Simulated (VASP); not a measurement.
# Cu (Fm-3m) in VASP: a series of runs

Runs on Cu. Level: PBEsol. Tasks: single point.

All numbers are computed with VASP 6.6.1; they aren't measurements. Logs are shortened: lines on timing, memory, paths and dates and some standing lists are left out, and cuts for length are marked.

**1. The cell of the first run**

Symmetry: Fm-3m, No. 225, cubic system. Conventional cell: a = 3.194 Å, b = 3.194 Å, c = 3.194 Å, α = 90.00°, β = 90.00°, γ = 90.00°. Within 3.0 Å of Cu (site symmetry m-3m) lie 12 Cu at 2.26 Å.

**2. Single point, PBEsol (volume scaled by 0.72)**

Input file INCAR:

```
PREC     = Accurate       # precision mode
ENCUT    = 520            # plane-wave cutoff, eV
EDIFF    = 1E-6           # SCF threshold, eV
ISMEAR   = -1             # smearing method
SIGMA    = 0.1            # smearing width, eV
LREAL    = F              # projectors in reciprocal space
LASPH    = T              # aspherical terms in the spheres
NELM     = 60             # most SCF steps
ALGO     = Normal         # electronic algorithm
ISIF     = 2              # what is computed and relaxed
LWAVE    = F              # write WAVECAR
LCHARG   = T              # write CHGCAR
GGA      = PS             # functional
LELF     = T              # ELF
LVHAR    = T            
NBANDS   = 12             # bands
```

Input file KPOINTS:

```
regular mesh
0
Gamma
  18 18 18
```

Input file POSCAR:

```
Cu
1.0
    0.0000000000      1.5970879381      1.5970879381
    1.5970879381      0.0000000000      1.5970879381
    1.5970879381      1.5970879381      0.0000000000
Cu
1
Direct
    0.0000000000      0.0000000000      0.0000000000
```

Potentials or basis: VASP PAW PBE potentials, release 64 (Cu).

On the command line:

```
$ cat potpaw_PBE.64/Cu/POTCAR > POTCAR
$ mpirun -np 1 vasp_std > vasp.out
```

OUTCAR:

```text
PREC = Accurate
   ENCUT = 520
   EDIFF = 1E-6
   ISMEAR = -1
   LREAL = F
   LASPH = T
   NELM = 60
   ISIF = 2
   GGA = PS

 ion  position               nearest neighbor table
   1  0.000  0.000  0.000-

  LATTYP: Found a face centered cubic cell.
 ALAT       =     3.1941758762

  Lattice vectors:

 A1 = (   0.0000000000,   1.5970879381,   1.5970879381)
 A2 = (   1.5970879381,   0.0000000000,   1.5970879381)
 A3 = (   1.5970879381,   1.5970879381,   0.0000000000)

Analysis of symmetry for initial positions (statically):
[... 5 lines left out ...]
 face centered cubic supercell.

 Subroutine GETGRP returns: Found 48 space group operations
 (whereof 48 operations were pure point group operations)
 out of a pool of 48 trial point group operations.

The static configuration has the point symmetry O_h .

Analysis of symmetry for dynamics (positions and initial velocities):
[... 5 lines left out ...]
 face centered cubic supercell.

 Subroutine GETGRP returns: Found 48 space group operations
 (whereof 48 operations were pure point group operations)
 out of a pool of 48 trial point group operations.

The dynamic configuration has the point symmetry O_h .

 Subroutine INISYM returns: Found 48 space group operations
 (whereof 48 operations are pure point group operations),
 and found     1 'primitive' translations

----------------------------------------------------------------------------------------

                                     Primitive cell

  volume of cell :       8.1474

  direct lattice vectors                    reciprocal lattice vectors
     0.000000000  1.597087938  1.597087938    -0.313069799  0.313069799  0.313069799
     1.597087938  0.000000000  1.597087938     0.313069799 -0.313069799  0.313069799
     1.597087938  1.597087938  0.000000000     0.313069799  0.313069799 -0.313069799

  length of vectors
     2.258623422  2.258623422  2.258623422     0.542252798  0.542252798  0.542252798

  position of ions in fractional coordinates (direct lattice)
     0.000000000  0.000000000  0.000000000

  ion indices of the primitive-cell ions
   primitive index   ion index
                 1           1

----------------------------------------------------------------------------------------

 KPOINTS: regular mesh

Automatic generation of k-mesh.
 Grid dimensions read from file:
 generate k-points for:   18   18   18

 Generating k-lattice:

  Cartesian coordinates                     Fractional coordinates (reciprocal lattice)
    -0.017392767  0.017392767  0.017392767     0.055555556  0.000000000  0.000000000
     0.017392767 -0.017392767  0.017392767     0.000000000  0.055555556  0.000000000
     0.017392767  0.017392767 -0.017392767     0.000000000  0.000000000  0.055555556

  Length of vectors
     0.030125155  0.030125155  0.030125155

  Shift w.r.t. Gamma in fractional coordinates (k-lattice)
     0.000000000  0.000000000  0.000000000

 Subroutine IBZKPT returns following result:
 ===========================================

 Found    195 irreducible k-points:

 Following reciprocal coordinates:
            Coordinates               Weight
  0.000000  0.000000  0.000000      1.000000
  0.055556  0.000000  0.000000      8.000000
  0.111111  0.000000  0.000000      8.000000
  0.166667  0.000000  0.000000      8.000000
  0.222222  0.000000  0.000000      8.000000
  0.277778  0.000000  0.000000      8.000000
[... 16 lines left out ...]
 -0.277778  0.055556  0.000000     24.000000
 -0.222222  0.055556  0.000000     24.000000
 [... further k-points ...]
   k-points           NKPTS =    195   k-points in BZ     NKDIM =    195   number of bands    NBANDS=     12
   number of dos      NEDOS =    301   number of ions     NIONS =      1
   total plane-waves  NPLWV =   5832
   dimension x,y,z NGX =    18 NGY =   18 NGZ =   18
   dimension x,y,z NGXF=    36 NGYF=   36 NGZF=   36
   ions per type =               1
   NGX,Y,Z   is equivalent  to a cutoff of  13.25, 13.25, 13.25 a.u.
   NGXF,Y,Z  is equivalent  to a cutoff of  26.50, 26.50, 26.50 a.u.
 SYSTEM =  unknown system
   PREC   = accura    normal or accurate (medium, high low for compatibility)
   ISTART =      0    job   : 0-new  1-cont  2-samecut
   ICHARG =      2    charge: 1-file 2-atom 10-const
   ISPIN  =      1    spin polarized calculation?
   LNONCOLLINEAR =      F non collinear calculations
   LSORBIT =      F    spin-orbit coupling
   LASPH  =      T    aspherical Exc in radial PAW
   ENCUT  =  520.0 eV  38.22 Ry    6.18 a.u.   4.20  4.20  4.20*2*pi/ulx,y,z
   NELM   =     60;   NELMIN=  2; NELMDL= -5     # of ELM steps
   EDIFF  = 0.1E-05   stopping-criterion for ELM
   LREAL  =      F    real-space projection
   EDIFFG = 0.1E-04   stopping-criterion for IOM
   NSW    =      0    number of steps for IOM
   IBRION =     -1    ionic relax: 0-MD 1-quasi-New 2-CG
   NFREE  =      0    steps in history (QN), initial steepest desc. (CG)
   ISIF   =      2    stress and relaxation
   ISYM   =      2    0-nonsym 1-usesym 2-fastsym
   POTIM  = 0.5000    time-step for ionic-motion
   TEBEG  =    0.0;   TEEND  =   0.0 temperature during run
   PSTRESS=    0.0 pullay stress
   NELECT =      11.0000    total number of electrons
   NUPDOWN=      -1.0000    fix difference up-down
   EMIN   =  10.00;   EMAX   =-10.00  energy-range for DOS
   EFERMI =   0.00;   METHOD = LEGACY
   ISMEAR =    -1;   SIGMA  =   0.10  broadening in eV -4-tet -1-fermi 0-gaus
   EFERMI_NEDOS =   21; number of points for ismear=-14 and -15
   IALGO  =     38    algorithm
   IMIX   =      4    mixing-type and parameters
     AMIX     =   0.40;   BMIX     =  1.00
     AMIX_MAG =   1.60;   BMIX_MAG =  1.00
  volume/ion in A,a.u.               =       8.15        54.98
  Fermi-wavevector in a.u.,A,eV,Ry     =   1.809396  3.419262 44.544290  3.273913
  Thomas-Fermi vector in A             =   2.868274
   LORBIT       =      0    0 simple, 1 ext, 2 COOP (PROOUT), +10 PAW based schemes
   GGA     = PS    functional components
   LHFCALC =     F    Hartree Fock is set to
   AEXX    =    0.0000 exact exchange contribution
   IVDW    =     0    specifies the selected vdW correction
   LEPSILON=     F    determine dielectric tensor
   LRPA    =     F    only Hartree local field effects (RPA)
 non-spin polarized calculation
  energy-cutoff  :      520.00
  volume of cell :        8.15
 maximum number of plane-waves:       229
 NGX is ok and might be reduce to    18
   NGX =  9   NGY =  9   NGZ =  9

 number of electron      11.0000011 magnetization

 Free energy of the ion-electron system (eV)
  ---------------------------------------------------
  ext. energy  EPLUGINS =         0.00000000
  ---------------------------------------------------
  free energy    TOTEN  =        -3.40512066 eV

  energy without entropy =       -3.39689729  energy(sigma->0) =       -3.40100898

 E-fermi :  13.1458     XC(G=0): -15.2339

 val. band max:       13.1047315721   @ k =  -0.2222   0.2778   0.1111
 cond. band min:      13.2481482246   @ k =   0.5000   0.3333   0.1667
 fundamental gap:      0.1434166526
 Fermi energy:        13.1458150865

 k-point     1 :       0.0000    0.0000    0.0000
  band No.  band energies     occupation
      1       0.4032      2.00000
      2       8.5325      2.00000
      3       8.5325      2.00000
      4       8.5325      2.00000
      5      10.0078      2.00000
      6      10.0078      2.00000
      7      38.3863      0.00000
      8      44.1078      0.00000
      9      44.1078      0.00000
     10      44.1078      0.00000
     11      47.7063      0.00000
     12      47.7063      0.00000

 k-point     2 :       0.0556    0.0000    0.0000
  band No.  band energies     occupation
      1       0.5514      2.00000
      2       8.4867      2.00000
      3       8.5697      2.00000
      4       8.5697      2.00000
      5       9.9909      2.00000
      6       9.9909      2.00000
      7      38.1066      0.00000
      8      42.2707      0.00000
      9      43.8397      0.00000
     10      43.8397      0.00000
     11      48.1073      0.00000
     12      48.1073      0.00000

 k-point     3 :       0.1111    0.0000    0.0000
  band No.  band energies     occupation
      1       0.9884      2.00000
      2       8.3625      2.00000
      3       8.6659      2.00000
      4       8.6659      2.00000
      5       9.9550      2.00000
      6       9.9550      2.00000
      7      36.6100      0.00000
      8      40.3713      0.00000
      9      43.2842      0.00000
     10      43.2842      0.00000
     11      48.7799      0.00000
     12      48.9363      0.00000

 k-point     4 :       0.1667    0.0000    0.0000
  band No.  band energies     occupation
      1       1.6888      2.00000
      2       8.1995      2.00000
      3       8.7722      2.00000
      4       8.7722      2.00000
      5       9.9487      2.00000
      6       9.9487      2.00000
      7      33.7400      0.00000
      8      39.6315      0.00000
      9      42.7192      0.00000
     10      42.7192      0.00000
     11      48.8146      0.00000
     12      49.3936      0.00000

 k-point     5 :       0.2222    0.0000    0.0000
  band No.  band energies     occupation
      1       2.5975      2.00000
      2       8.0670      2.00000
      3       8.8146      2.00000
      4       8.8146      2.00000
      5      10.0412      2.00000
      6      10.0412      2.00000
      7      30.5522      0.00000
      8      39.0694      0.00000
      9      42.2431      0.00000
     10      42.2431      0.00000
     11      48.7420      0.00000
     12      48.7420      0.00000

 k-point     6 :       0.2778    0.0000    0.0000
  band No.  band energies     occupation
      1       3.6009      2.00000
      2       8.0817      2.00000
      3       8.7637      2.00000
      4       8.7637      2.00000
      5      10.2515      2.00000
      6      10.2515      2.00000
      7      27.4255      0.00000
      8      38.4217      0.00000
      9      41.8797      0.00000
     10      41.8797      0.00000
     11      47.4331      0.00000
     12      47.4331      0.00000

 k-point     7 :       0.3333    0.0000    0.0000
  band No.  band energies     occupation
      1       4.4855      2.00000
      2       8.4320      2.00000
      3       8.6610      2.00000
      4       8.6610      2.00000
      5      10.5196      2.00000
      6      10.5196      2.00000
      7      24.4937      0.00000
      8      37.7635      0.00000
      9      41.6284      0.00000
     10      41.6284      0.00000
     11      46.1031      0.00000
     12      46.1031      0.00000

 k-point     8 :       0.3889    0.0000    0.0000
  band No.  band energies     occupation
      1       5.0283      2.00000
      2       8.5570      2.00000
      3       8.5570      2.00000
      4       9.2510      2.00000
      5      10.7705      2.00000
      6      10.7705      2.00000
      7      21.8944      0.00000
      8      37.2114      0.00000
      9      41.4796      0.00000
     10      41.4796      0.00000
     11      45.0195      0.00000
     12      45.0195      0.00000
[... 166 lines left out ...]
 k-point    20 :      -0.4444    0.0556    0.0000
  band No.  band energies     occupation
      1       5.3720      2.00000
      2       8.3966      2.00000
      3       8.5241      2.00000
      4       9.8751      2.00000
      5      10.9298      2.00000
      6      11.8088      2.00000
      7      19.4933      0.00000
      8      36.1662      0.00000
      9      39.8799      0.00000
     10      40.8784      0.00000
     11      44.9073      0.00000
     12      45.8428      0.00000

 k-point    21 :      -0.3889    0.0556    0.0000
  band No.  band energies     occupation
      1       5.2252      2.00000
      2       8.4686      2.00000
      3       8.5767      2.00000
      4       9.2667      2.00000
      5      10.7317      2.00000
      6      11.3546      2.00000
      7      21.2006      0.00000
      8      36.2765      0.00000
      9      39.8487      0.00000
     10      41.9728      0.00000
     11      44.5636      0.00000
     12      46.3620      0.00000

 k-point    22 :      -0.3333    0.0556    0.0000
  band No.  band energies     occupation
      1       4.8122      2.00000
      2       8.4952      2.00000
      3       8.5826      2.00000
      4       8.6718      2.00000
      5      10.4537      2.00000
      6      10.9611      2.00000
      7      23.6591      0.00000
      8      36.5329      0.00000
      9      40.1629      0.00000
     10      43.2870      0.00000
     11      44.4790      0.00000
     12      46.8876      0.00000

 k-point    23 :      -0.2778    0.0556    0.0000
  band No.  band energies     occupation
      1       4.0317      2.00000
      2       8.0590      2.00000
      3       8.7025      2.00000
      4       8.7853      2.00000
      5      10.1501      2.00000
      6      10.6249      2.00000
      7      26.5082      0.00000
      8      36.9052      0.00000
      9      40.7491      0.00000
     10      44.0968      0.00000
     11      45.3010      0.00000
     12      47.1780      0.00000

 k-point    24 :      -0.2222    0.0556    0.0000
  band No.  band energies     occupation
      1       3.0452      2.00000
      2       7.9812      2.00000
      3       8.7960      2.00000
      4       8.8677      2.00000
      5       9.8980      2.00000
      6      10.3391      2.00000
      7      29.5864      0.00000
      8      37.3713      0.00000
      9      41.4581      0.00000
     10      44.3176      0.00000
     11      46.9480      0.00000
     12      47.0886      0.00000

 [... further k-points ...]
[... 5 lines left out ...]
  --------------------------------------------------------------------------------------
  -------------------------------------------------------------------------------------
  Total        6.3679330      6.3679330      6.3679330      0.0000000      0.0000000     -0.0000000
  in kB     1252.2544393   1252.2544393   1252.2544393      0.0000000      0.0000000     -0.0000000
  external PRESSURE =    1252.2544393 kB  Pullay stress =       0.0000000 kB

 VOLUME and BASIS-vectors are now :
 -----------------------------------------------------------------------------
  energy-cutoff  :      520.00
  volume of cell :        8.15
      direct lattice vectors                 reciprocal lattice vectors
     0.000000000  1.597087938  1.597087938    -0.313069799  0.313069799  0.313069799
     1.597087938  0.000000000  1.597087938     0.313069799 -0.313069799  0.313069799
     1.597087938  1.597087938  0.000000000     0.313069799  0.313069799 -0.313069799

 POSITION                                       TOTAL-FORCE (eV/Angst)
 -----------------------------------------------------------------------------------
      0.00000      0.00000      0.00000         0.000000      0.000000      0.000000
 -----------------------------------------------------------------------------------
    total drift:                               -0.000000     -0.000000     -0.000000

  FREE ENERGIE OF THE ION-ELECTRON SYSTEM (eV)
  ---------------------------------------------------
  free  energy   TOTEN  =        -3.4051206640 eV

  energy  without entropy=       -3.3968972881  energy(sigma->0) =       -3.40100898
```

Run time: 10 s. Hardware: 1 thread of Intel Xeon 6975P-C, shared host; peak memory 0.13 GiB.

What came out:

```yaml
Free_energy: -3.4051 eV
Pressure: 125.2 GPa
```

Levels at points of the mesh, in eV from the Fermi level:
| k point | band 4 | band 5 | band 6 | band 7 | band 8 | band 9 |
| --- | --- | --- | --- | --- | --- | --- |
| (0.00, 0.00, 0.00) | -4.61 | -3.14 | -3.14 | 25.24 | 30.96 | 30.96 |
| (0.50, 0.00, 0.00) | -2.37 | -2.14 | -2.14 | 5.94 | 23.58 | 28.25 |
| (0.50, 0.50, 0.00) | -1.88 | -1.88 | 1.09 | 9.98 | 16.10 | 16.10 |

Caveat: the PAW data sets were made with another functional, which shifts forces and pressure a little.

[end of part 1 of 2]
